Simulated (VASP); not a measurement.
Here is a VASP 6.6.1 calculation.

File INCAR:

```
PREC = Accurate ; ENCUT = 520
EDIFF = 1E-6 ; ISMEAR = -1
SIGMA = 0.1 ; LREAL = False
LASPH = True ; NELM = 80
ALGO = Normal ; ISIF = 2
LWAVE = False ; LCHARG = False
GGA = PE ; IVDW = 12
NBANDS = 30
```

KPOINTS

```
Automatic mesh
0
Gamma
  3 3 1
```

The input POSCAR:

```
Al
1.0
    5.7275650000      0.0000000000      0.0000000000
    2.8637820000      4.9602170000      0.0000000000
    0.0000000000      0.0000000000     16.6765370000
Al
12
Direct
    0.1666684945      0.1666660955      0.0599644878
    0.6666715499      0.1666660955      0.0599644878
    0.1666709227      0.6666643818      0.0599644878
    0.6666739781      0.6666643818      0.0599644878
   -0.2016549385      0.3537950053      0.1933554910
    0.2923941033      0.3601858548      0.2022961961
   -0.2012632072      0.8342981769      0.2036633865
    0.3048277598      0.8489749541      0.2047967153
   -0.0631349923      0.0100600437      0.3374321659
    0.4756848780      0.0232852716      0.3508462219
   -0.0386800237      0.5174773604      0.3454554144
    0.4942744108      0.4955025153      0.3393810118
```

Potentials or basis: VASP PAW PBE potentials, release 64 (Al).

The run is started by

```sh
$ cat potpaw_PBE.64/Al/POTCAR > POTCAR
$ mpirun -np 1 vasp_std > vasp.out
```

Q: Predict the dispersion energy per atom.

A: -0.226 eV.

Q: What does it give for the largest force?

A: 0.985 eV/Å.

Q: Predict the band gap on the k mesh.

A: Zero (bands 18 and 19 overlap by 0.13 eV).

Forces on the atoms (eV/Å):
```
Al   0.004  0.027  0.103
Al  -0.145 -0.003 -0.094
Al  -0.028  0.013  0.084
Al  -0.071  0.100 -0.169
Al  -0.028 -0.357  0.502
Al   0.152 -0.361  0.073
Al   0.085  0.406 -0.039
Al  -0.081  0.147 -0.102
Al   0.960 -0.200  0.087
Al  -0.715 -0.152 -0.376
Al   0.199 -0.207 -0.116
Al  -0.333  0.587  0.048
```

Caveat: the k points lie up to 0.42 Å⁻¹ apart; the atoms stand as in a frame of molecular dynamics; there is no dipole correction, which matters where the two faces differ.
